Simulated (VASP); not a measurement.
A run of VASP 6.6.1 is set up as follows.

The input INCAR:

```
SYSTEM = B4N3
PREC     = Accurate       ! precision mode
ENCUT    = 520            ! plane-wave cutoff, eV
EDIFF    = 1E-6           ! SCF threshold, eV
ISMEAR   = 0              ! smearing method
SIGMA    = 0.1            ! smearing width, eV
LREAL    = .FALSE.        ! projectors in reciprocal space
LASPH    = .TRUE.         ! aspherical terms in the spheres
NELM     = 100            ! most SCF steps
ALGO     = Normal         ! electronic algorithm
ISIF     = 2              ! what is computed and relaxed
LWAVE    = .FALSE.        ! write WAVECAR
LCHARG   = .FALSE.        ! write CHGCAR
GGA      = PE             ! functional
NBANDS   = 22             ! bands
```

Contents of KPOINTS:

```
Automatic mesh
0
G
  6 6 10
  0 0 0
```

File POSCAR:

```
B4N3
1.0
    4.8550374129      0.0000000000      0.0000000000
   -2.4275187065      4.2045857359      0.0000000000
    0.0000000000      0.0000000000      3.2553016939
B N
4 3
Direct
    0.5093135203      0.0186270406      0.0000000000
    0.9813729594      0.4906864797      0.0000000000
    0.5093135203      0.4906864797      0.0000000000
    0.0000000000      0.0000000000      0.0000000000
    0.1662105039      0.8337894961      0.0000000000
    0.6675789923      0.8337894961      0.0000000000
    0.1662105039      0.3324210077      0.0000000000
```

Potentials or basis: VASP PAW PBE potentials, release 64 (B, N).

Run with:

```sh
$ cat potpaw_PBE.64/B/POTCAR potpaw_PBE.64/N/POTCAR > POTCAR
$ mpirun -np 1 vasp_std > vasp.out
```

(1) Estimate the pressure.

(2) Estimate the largest force.

Answers

(1) 0.1 GPa.

(2) 0.013 eV/Å.

Caveat: this functional lacks dispersion, which binds the layers, so the pressure and a relaxed spacing across them are unreliable.
